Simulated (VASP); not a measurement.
# Zn (P6_3/mmc) in VASP: notebook, part 2 of 2

VASP 6.6.1. The steps go on from the part before.

## Step 4: Single point, LDA

This run uses another cell than the first one, of 12.65 Å³/atom, 1.053 times its volume.

INCAR

```
  PREC = Accurate
  ENCUT = 520
  EDIFF = 1E-7
  ISMEAR = -1
  SIGMA = 0.05
  LREAL = False
  LASPH = True
  NELM = 60
  ALGO = Normal
  ISIF = 2
  LWAVE = False
  LCHARG = False
  NBANDS = 19
```

KPOINTS

```
regular mesh
0
Gamma
  20 20 10
```

POSCAR

```
Zn
1.0
    2.5615317467      0.0000000000      0.0000000000
   -1.2807658734      2.2183515653      0.0000000000
    0.0000000000      0.0000000000      4.4507602361
Zn
2
Direct
    0.3333333333      0.6666666667      0.2500000000
    0.6666666667      0.3333333333      0.7500000000
```

Command:

```
> cat potpaw_LDA.64/Zn/POTCAR > POTCAR
> mpirun -np 1 vasp_std > vasp.out
```

Run time: 38 s. Hardware: 1 thread of Intel Xeon 6975P-C (Granite Rapids), shared host; peak memory 0.2 GiB.

It converged, with:

```
Free energy            : -3.7139 eV
Pressure               : 7.9 GPa
Band gap on the k mesh : zero (band 12 reaches 6.19 eV, above the bottom of band 13 at 2.31 eV)
```

Stress tensor (GPa, compression positive):
```
7.99 0.00 0.00
0.00 7.99 0.00
0.00 0.00 7.71
```

Levels at points of the mesh, in eV from the Fermi level:
| k point | band 10 | band 11 | band 12 | band 13 | band 14 | band 15 |
| --- | --- | --- | --- | --- | --- | --- |
| (0.00, 0.00, 0.00) | -7.57 | -7.57 | -4.30 | -2.13 | 17.84 | 18.24 |
| (0.50, 0.00, 0.00) | -7.37 | -3.76 | -2.72 | 3.47 | 3.70 | 5.56 |
| (0.00, 0.00, 0.50) | -7.71 | -7.71 | -7.71 | 6.61 | 6.61 | 19.93 |
| (0.50, 0.00, 0.50) | -7.39 | -2.67 | -2.67 | 0.20 | 0.20 | 12.34 |

## Step 5: Single point, LDA

This run uses another cell than the first one, of 12.94 Å³/atom, 1.077 times its volume.

INCAR

```
SYSTEM = Zn
PREC = Accurate
ENCUT = 520
EDIFF = 1E-6
ISMEAR = -1
SIGMA = 0.05
LREAL = .False.
LASPH = .True.
NELM = 80
ALGO = Normal
ISIF = 2
LWAVE = .False.
LCHARG = .False.
NBANDS = 19
```

KPOINTS

```
Automatic mesh
0
Gamma
  20 20 10
  0 0 0
```

POSCAR

```
Zn
1.0
    2.5757075675      0.0000000000      0.0000000000
   -1.2878537838      2.2306281862      0.0000000000
    0.0000000000      0.0000000000      4.5055033858
Zn
2
Direct
    0.3333333333      0.6666666667      0.2500000000
    0.6666666667      0.3333333333      0.7500000000
```

Command:

```
> cat potpaw_LDA.64/Zn/POTCAR > POTCAR
> mpirun -np 1 vasp_std > vasp.out
```

Wall time 36 s (1 thread of Intel Xeon 6975P-C (Granite Rapids), shared host); peak memory 0.2 GiB.

Results (log left out):

```
Free energy            : -3.7373 eV
Pressure               : 4.8 GPa
Band gap on the k mesh : zero (band 12 reaches 5.95 eV, above the bottom of band 13 at 1.98 eV)
```

Stress tensor (GPa, compression positive):
```
4.92 0.00 0.00
0.00 4.92 0.00
0.00 0.00 4.64
```

Levels at points of the mesh, in eV from the Fermi level:
| k point | band 9 | band 10 | band 11 | band 12 | band 13 | band 14 | band 15 | band 16 |
| --- | --- | --- | --- | --- | --- | --- | --- | --- |
| (0.00, 0.00, 0.00) | -7.86 | -7.49 | -7.49 | -4.19 | -2.23 | 17.33 | 18.11 | 18.11 |
| (0.50, 0.00, 0.00) | -7.34 | -7.30 | -3.63 | -2.64 | 3.37 | 3.69 | 5.38 | 6.27 |
| (0.00, 0.00, 0.50) | -7.63 | -7.63 | -7.63 | -7.63 | 6.37 | 6.37 | 19.74 | 19.74 |
| (0.50, 0.00, 0.50) | -7.31 | -7.31 | -2.54 | -2.54 | 0.19 | 0.19 | 12.07 | 12.07 |

## Step 6: Single point, LDA

This run uses another cell than the first one, of 13.17 Å³/atom, 1.096 times its volume.

INCAR

```
ALGO = Normal
EDIFF = 1E-6
ENCUT = 520
GGA = CA
ISIF = 2
ISMEAR = -1
LASPH = True
LCHARG = True
LELF = True
LREAL = False
LVHAR = True
LWAVE = False
NBANDS = 19
NELM = 60
PREC = Accurate
SIGMA = 0.05
```

KPOINTS

```
k-points
0
Gamma
  20 20 10
```

POSCAR

```
Zn
1.0
    2.5858849953      0.0000000000      0.0000000000
   -1.2929424977      2.2394420972      0.0000000000
    0.0000000000      0.0000000000      4.5472960353
Zn
2
Direct
    0.3333333333      0.6666666667      0.2500000000
    0.6666666667      0.3333333333      0.7500000000
```

Potentials or basis: VASP PAW LDA potentials, release 64 (Zn).

Command:

```
> cat potpaw_LDA.64/Zn/POTCAR > POTCAR
> mpirun -np 1 vasp_std > vasp.out
```

OUTCAR:

```text
EDIFF = 1E-6
   ENCUT = 520
   GGA = CA
   ISIF = 2
   ISMEAR = -1
   LASPH = True
   LREAL = False
   NELM = 60
   PREC = Accurate

 ion  position               nearest neighbor table
   1  0.333  0.667  0.250-   2 2.72   2 2.72   2 2.72   2 2.72   2 2.72   2 2.72
   2  0.667  0.333  0.750-   1 2.72   1 2.72   1 2.72   1 2.72   1 2.72   1 2.72

  LATTYP: Found a hexagonal cell.
 ALAT       =     2.5858849953
 C/A-ratio  =     1.7585066790

  Lattice vectors:

 A1 = (   2.5858849953,   0.0000000000,   0.0000000000)
 A2 = (  -1.2929424977,   2.2394420972,   0.0000000000)
 A3 = (   0.0000000000,   0.0000000000,   4.5472960353)

Analysis of symmetry for initial positions (statically):
=====================================================================
 Subroutine PRICEL returns:
 Original cell was already a primitive cell.

 Routine SETGRP: Setting up the symmetry group for a
 hexagonal supercell.

 Subroutine GETGRP returns: Found 24 space group operations
[... 162 lines left out ...]
  ---------------------------------------------------
  free energy    TOTEN  =        -3.74770746 eV

  energy without entropy =       -3.74497719  energy(sigma->0) =       -3.74634232

 E-fermi :   4.0441     XC(G=0): -12.6832

 val. band max:        4.0127574179   @ k =   0.3000   0.1500   0.1000
 cond. band min:       4.0517750786   @ k =   0.4000  -0.0000   0.0000
 fundamental gap:      0.0390176606
 Fermi energy:         4.0440514158

 k-point     1 :       0.0000    0.0000    0.0000
  band No.  band energies     occupation
      1      -7.6082      2.00000
      2      -5.2828      2.00000
      3      -4.3554      2.00000
      4      -4.1513      2.00000
      5      -4.1513      2.00000
      6      -4.0658      2.00000
[... 505 lines left out ...]
      6      -4.0816      2.00000
[... 11 lines left out ...]
     18      20.0563      0.00000
     19      20.6806      0.00000

 [... further k-points ...]

------------------------ aborting loop because EDIFF is reached ----------------------------------------

  FORCE on cell =-STRESS in cart. coord.  units (eV):
  Direction    XX          YY          ZZ          XY          YZ          ZX
  --------------------------------------------------------------------------------------
  -------------------------------------------------------------------------------------
  Total        0.4725679      0.4725679      0.4246365     -0.0000000      0.0000000      0.0000000
  in kB       28.7522932     28.7522932     25.8360211     -0.0000000      0.0000000      0.0000000
  external PRESSURE =      27.7802025 kB  Pullay stress =       0.0000000 kB

 VOLUME and BASIS-vectors are now :
 -----------------------------------------------------------------------------
  energy-cutoff  :      520.00
  volume of cell :       26.33
      direct lattice vectors                 reciprocal lattice vectors
     2.585884995  0.000000000  0.000000000     0.386714800  0.223269894  0.000000000
    -1.292942498  2.239442097  0.000000000     0.000000000  0.446539788  0.000000000
     0.000000000  0.000000000  4.547296035     0.000000000  0.000000000  0.219910908

 POSITION                                       TOTAL-FORCE (eV/Angst)
 -----------------------------------------------------------------------------------
     -0.00000      1.49296      1.13682         0.000000      0.000000      0.000000
      1.29294      0.74648      3.41047        -0.000000     -0.000000      0.000000
 -----------------------------------------------------------------------------------
    total drift:                               -0.000000      0.000000      0.000000

  FREE ENERGIE OF THE ION-ELECTRON SYSTEM (eV)
  ---------------------------------------------------
  free  energy   TOTEN  =        -3.7477074580 eV

  energy  without entropy=       -3.7449771917  energy(sigma->0) =       -3.74634232
```

OSZICAR:

```text
N       E                     dE             d eps       ncg     rms          rms(c)
DAV:   1     0.111742311848E+03    0.11174E+03   -0.12391E+04 10544   0.209E+03
DAV:   2     0.114344429415E+01   -0.11060E+03   -0.10683E+03 10131   0.301E+02
DAV:   3    -0.406071213674E+01   -0.52042E+01   -0.51814E+01 11136   0.716E+01
DAV:   4    -0.409049030583E+01   -0.29778E-01   -0.29771E-01 10987   0.552E+00
DAV:   5    -0.409052546151E+01   -0.35156E-04   -0.35156E-04 10925   0.172E-01    0.554E+00
DAV:   6    -0.378211662642E+01    0.30841E+00   -0.10489E+00 11184   0.232E+01    0.386E+00
DAV:   7    -0.375820620458E+01    0.23910E-01   -0.44934E-02 12742   0.374E+00    0.192E+00
DAV:   8    -0.374774126843E+01    0.10465E-01   -0.27759E-03 14083   0.761E-01    0.532E-02
DAV:   9    -0.374770398674E+01    0.37282E-04   -0.24477E-04 13258   0.179E-01    0.292E-02
DAV:  10    -0.374770744116E+01   -0.34544E-05   -0.15551E-05 11202   0.338E-02    0.231E-03
DAV:  11    -0.374770745801E+01   -0.16849E-07   -0.71912E-07  6567   0.120E-02
   1 F= -.37477075E+01 E0= -.37463423E+01  d E =-.273027E-02
```

stdout:

```text
POSCAR found type information on POSCAR Zn
 POSCAR found :  1 types and       2 ions
 scaLAPACK will be used
 LDA part: xc-table for (Slater(with rela. corr.)+CA(PZ))
 , standard interpolation
 POSCAR, INCAR and KPOINTS ok, starting setup
 FFT: planning ... GRIDC
 FFT: planning ... GRID_SOFT
 FFT: planning ... GRID
 WAVECAR not read
 entering main loop
```

It took 35 s on 1 thread of Intel Xeon 6975P-C (Granite Rapids), shared host; peak memory 0.2 GiB.

Results:

```yaml
Free_energy: -3.7477 eV
Pressure: 2.8 GPa
Band_gap_on_the_k_mesh: zero (band 12 reaches 5.77 eV, above the bottom of band 13 at 1.74 eV)
```

Levels at points of the mesh, in eV from the Fermi level:
| k point | band 10 | band 11 | band 12 | band 13 | band 14 | band 15 |
| --- | --- | --- | --- | --- | --- | --- |
| (0.00, 0.00, 0.00) | -7.44 | -7.44 | -4.11 | -2.31 | 16.94 | 18.01 |
| (0.50, 0.00, 0.00) | -7.25 | -3.53 | -2.58 | 3.30 | 3.68 | 5.24 |
| (0.00, 0.00, 0.50) | -7.57 | -7.57 | -7.57 | 6.20 | 6.20 | 19.61 |
| (0.50, 0.00, 0.50) | -7.26 | -2.45 | -2.45 | 0.18 | 0.18 | 11.86 |

## Step 7: The runs side by side

| cell | gap on the mesh (eV) | pressure (GPa) |
| --- | --- | --- |
| a = 2.527, b = 2.527, c = 4.346 Å, angles 90.0, 90.0, 120.0°, 2 atoms | none | 16.0 |
| a = 2.548, b = 2.548, c = 4.406 Å, angles 90.0, 90.0, 120.0°, 2 atoms | none | 11.0 |
| a = 2.562, b = 2.562, c = 4.451 Å, angles 90.0, 90.0, 120.0°, 2 atoms | none | 7.9 |
| a = 2.576, b = 2.576, c = 4.506 Å, angles 90.0, 90.0, 120.0°, 2 atoms | none | 4.8 |
| a = 2.586, b = 2.586, c = 4.547 Å, angles 90.0, 90.0, 120.0°, 2 atoms | none | 2.8 |

Alike in all rows: task single point; level LDA; potentials or basis VASP PAW LDA potentials, release 64 (Zn); no spin polarisation; k mesh 20 × 20 × 10; cutoff (eV) 520; smearing fermi-dirac 0.05 eV.

Total energies depend on the potentials used, so only differences within one code and one set of settings carry meaning.
